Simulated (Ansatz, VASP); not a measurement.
**GaP4: VASP beside Ansatz**

File INCAR:

```
ALGO = Normal ; EDIFF = 1E-6
ENCUT = 520 ; GGA = PE
ISIF = 2 ; ISMEAR = 0
LASPH = T ; LCHARG = F
LREAL = F ; LWAVE = F
NBANDS = 24 ; NELM = 80
PREC = Accurate ; SIGMA = 0.1
```

Contents of KPOINTS:

```
k-points
0
Gamma
  4 4 4
```

POSCAR

```
GaP4
1.0
    2.2981469900     -3.5554279400      0.0000000000
    2.2981469900      3.5554279400      0.0000000000
    0.0000000000      0.0000000000      6.4209498200
Ga P
1 4
Direct
    0.5000000000      0.5000000000      0.0000000000
    0.7953697000      0.2046303000      0.6774049600
    0.2046303000      0.7953697000      0.6774049600
    0.2046303000      0.7953697000      0.3225950400
    0.7953697000      0.2046303000      0.3225950400
```

Input for Ansatz:

```yaml
crystal:
  lattice:
    - [2.29814699, -3.55542794, 0.0]
    - [2.29814699, 3.55542794, 0.0]
    - [0.0, 0.0, 6.42094982]
  atoms:
    - { symbol: Ga, position: [0.5, 0.5, 0.0] }
    - { symbol: P, position: [0.7953697, 0.2046303, 0.67740496] }
    - { symbol: P, position: [0.2046303, 0.7953697, 0.67740496] }
    - { symbol: P, position: [0.2046303, 0.7953697, 0.32259504] }
    - { symbol: P, position: [0.7953697, 0.2046303, 0.32259504] }
basis:
  ecutwfc: 420
kpoints:
  mp_grid: { grid: [4, 4, 4] }
hamiltonian:
  xc: pbe
scf:
  occupations: { method: gaussian, width: 0.1 }
  lower_state_search: "off"
output:
  forces: true
  stress: true
  eigenvalues: true
```

Alike in both runs: task single point; functional PBE; k mesh 4 × 4 × 4; occupations gaussian, width 0.1 eV; no spin polarisation.

|  | VASP | Ansatz |
| --- | --- | --- |
| version | VASP 6.6.1 | Ansatz 0.2.0 |
| potentials or method | VASP PAW PBE potentials, release 64 (Ga_d, P), cutoff 520 eV | scalar-relativistic, plane waves, PAW |
| valence electrons in the cell | 33 | 33 |

```tsv
	VASP	Ansatz	Ansatz less VASP
gap on the k mesh at the Fermi level (eV)	none	none	-
pressure (GPa)	-3.0	-2.9	+0.13
traceless stress, the component that is largest in VASP (GPa)	-3.31	-3.18	+0.129
rms of the force components (eV/Å)	0.274	0.265	-0.0085
```

Atom by atom the forces differ by 0.020 eV/Å (rms over components). A gap of «none» marks a metal or a gap that the smearing closes.

The k mesh is coarse, so the values compare programs but aren't converged.
